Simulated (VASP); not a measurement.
# AlN (Cm) in VASP: notebook, part 2 of 2

VASP 6.6.1. The steps go on from the part before.

## 3. Single point, PBEsol (the part above a cut slid along it)

The input, INCAR:

```
  ALGO = Normal
  EDIFF = 1E-6
  ENCUT = 520
  GGA = PS
  ISIF = 2
  ISMEAR = 0
  ISYM = 0
  LASPH = T
  LCHARG = T
  LELF = T
  LREAL = F
  LVHAR = T
  LWAVE = F
  NBANDS = 36
  NELM = 100
  PREC = Accurate
  SIGMA = 0.05
```

The input, KPOINTS:

```
k-points
0
Gamma
  9 9 2
```

The input, POSCAR:

```
AlN
1.0
    2.0226209166     -2.0226209166      0.0000000000
    2.0226209166      0.0000000000     -2.0226209166
   10.4502080691      7.4162766942      6.4049662359
Al N
6 6
Direct
    0.5694444444      0.4236111111      0.2916666667
   -0.0416666667     -0.1041666667      0.1250000000
    0.1805555556     -0.0486111111      0.4583333333
    0.4027777778      0.0069444444      0.7916666667
    0.7916666667      0.4791666667      0.6250000000
    0.0138888889     -0.4652777778      0.9583333333
    0.8750000000     -0.3125000000      0.3750000000
    0.2638888889      0.1597222222      0.2083333333
    0.4861111111      0.2152777778      0.5416666667
    0.7083333333      0.2708333333      0.8750000000
    0.0972222222     -0.2569444444      0.7083333333
    0.6527777778      0.6319444444      0.0416666667
```

Potentials or basis: VASP PAW PBE potentials, release 64 (Al, N).

The run is started by

```console
$ cat potpaw_PBE.64/Al/POTCAR potpaw_PBE.64/N/POTCAR > POTCAR
$ mpirun -np 1 vasp_std > vasp.out
```

OUTCAR:

```text
EDIFF = 1E-6
   ENCUT = 520
   GGA = PS
   ISIF = 2
   ISMEAR = 0
   ISYM = 0
   LASPH = T
   LREAL = F
   NELM = 100
   PREC = Accurate

 ion  position               nearest neighbor table
   1  0.569  0.424  0.292-   7 2.02   7 2.02   7 2.02   8 2.02   8 2.02   8 2.02   3 2.86   3 2.86
                             3 2.86   2 2.86   2 2.86   2 2.86
   2  0.958  0.896  0.125-  12 2.02   8 2.02   8 2.02   8 2.02  12 2.02  12 2.02   6 2.74   6 2.74
                             1 2.86   1 2.86   1 2.86
   3  0.181  0.951  0.458-   7 2.02   7 2.02   7 2.02   9 2.02   9 2.02   9 2.02   1 2.86   1 2.86
                             1 2.86   5 2.86   5 2.86   5 2.86
   4  0.403  0.007  0.792-  10 2.02  10 2.02  10 2.02  11 2.02  11 2.02  11 2.02   6 2.86   6 2.86
                             6 2.86   5 2.86   5 2.86   5 2.86
   5  0.792  0.479  0.625-  11 2.02   9 2.02   9 2.02   9 2.02  11 2.02  11 2.02   3 2.86   4 2.86
                             4 2.86   3 2.86   3 2.86   4 2.86
   6  0.014  0.535  0.958-  12 1.43  10 2.02  10 2.02  10 2.02  12 2.48  12 2.48   2 2.74   2 2.74
                             4 2.86   4 2.86   4 2.86
[... 1138 lines left out ...]
 [... further k-points ...]

------------------------ aborting loop because EDIFF is reached ----------------------------------------

  FORCE on cell =-STRESS in cart. coord.  units (eV):
  Direction    XX          YY          ZZ          XY          YZ          ZX
  --------------------------------------------------------------------------------------
  -------------------------------------------------------------------------------------
  Total        2.3151510     24.5117010      2.3149491      7.3645241      7.3643382     -0.8965112
  in kB       37.3564139    395.5116712     37.3531552    118.8312156    118.8282160    -14.4657709
  external PRESSURE =     156.7404135 kB  Pullay stress =       0.0000000 kB

 VOLUME and BASIS-vectors are now :
 -----------------------------------------------------------------------------
  energy-cutoff  :      520.00
  volume of cell :       99.29
      direct lattice vectors                 reciprocal lattice vectors
     2.022620917 -2.022620917  0.000000000     0.151069117 -0.343338902  0.151069117
     2.022620917  0.000000000 -2.022620917     0.130468783  0.130468783 -0.363939236
    10.450208069  7.416276694  6.404966236     0.041200668  0.041200668  0.041200668

 POSITION                                       TOTAL-FORCE (eV/Angst)
 -----------------------------------------------------------------------------------
      5.05655      1.01131      1.01131        -0.097074     -0.092656     -0.097075
      5.05655     -1.01131     -1.01131        -0.124325     -0.114524     -0.124325
      7.07917      3.03393      1.01131        -0.093666     -0.093433     -0.093666
      9.10179      5.05655      5.05655        -0.075554     -0.134762     -0.075555
      9.10179      3.03393      3.03393        -0.094163     -0.093871     -0.094165
     11.12442      7.07917      5.05655        -4.697631    -18.791973     -4.697630
      7.07917      1.01131      1.01131         0.091040      0.098242      0.091041
      3.03393      1.01131      1.01131         0.048938      0.136215      0.048951
      7.07917      3.03393      3.03393         0.094492      0.091645      0.094474
     11.12442      5.05655      5.05655         0.087711     -0.087393      0.087709
      9.10179      5.05655      3.03393         0.102063      0.060144      0.102089
      3.03393     -1.01131     -1.01131         4.758168     19.022366      4.758152
 -----------------------------------------------------------------------------------
    total drift:                               -0.000273     -0.001199     -0.000267

  FREE ENERGIE OF THE ION-ELECTRON SYSTEM (eV)
  ---------------------------------------------------
  free  energy   TOTEN  =       -89.0643138364 eV

  energy  without entropy=      -89.0643138364  energy(sigma->0) =      -89.06431384
```

stdout:

```text
POSCAR found type information on POSCAR AlN
 POSCAR found :  2 types and      12 ions
 scaLAPACK will be used
 -----------------------------------------------------------------------------
|                                                                             |
|                                                                             |
[... 21 lines left out ...]
|     Results are often still useful ...                                      |
|                                                                             |
 -----------------------------------------------------------------------------

 POSCAR, INCAR and KPOINTS ok, starting setup
 FFT: planning ... GRIDC
 FFT: planning ... GRID_SOFT
 FFT: planning ... GRID
 WAVECAR not read
 entering main loop
```

Wall time 2.4 min (1 thread of Intel Xeon 6975P-C (Granite Rapids), shared host); peak memory 0.35 GiB.

What came out:

```
Free energy            : -89.0643 eV
Pressure               : 15.7 GPa
Largest force          : 20.177 eV/Å
Band gap on the k mesh : 3.97 eV (least direct gap 4.77 eV)
```

Forces on the atoms (eV/Å):
```
Al   -0.097  -0.093  -0.097
Al   -0.124  -0.115  -0.124
Al   -0.094  -0.093  -0.094
Al   -0.076  -0.135  -0.076
Al   -0.094  -0.094  -0.094
Al   -4.698 -18.792  -4.698
N     0.091   0.098   0.091
N     0.049   0.136   0.049
N     0.094   0.092   0.094
N     0.088  -0.087   0.088
N     0.102   0.060   0.102
N     4.758  19.022   4.758
```

Stress tensor (GPa, compression positive):
```
 3.74 11.88 -1.45
11.88 39.55 11.88
-1.45 11.88  3.74
```

Levels at points of the mesh, in eV from the valence-band top:
| k point | band 20 | band 21 | band 22 | band 23 | band 24 | band 25 | band 26 | band 27 | band 28 | band 29 |
| --- | --- | --- | --- | --- | --- | --- | --- | --- | --- | --- |
| (0.00, 0.00, 0.00) | -0.47 | -0.35 | -0.23 | -0.11 | 0.00 | 4.77 | 5.84 | 5.99 | 6.27 | 6.43 |
| (0.00, 0.00, 0.50) | -0.59 | -0.45 | -0.27 | -0.14 | -0.02 | 4.87 | 5.86 | 5.98 | 6.10 | 6.49 |

Caveat: the cell differs from its parent crystal (the part above a cut slid along it); the stress differs along the axes, from 4 to 40 GPa; the PAW data sets were made with another functional, which shifts forces and pressure a little.
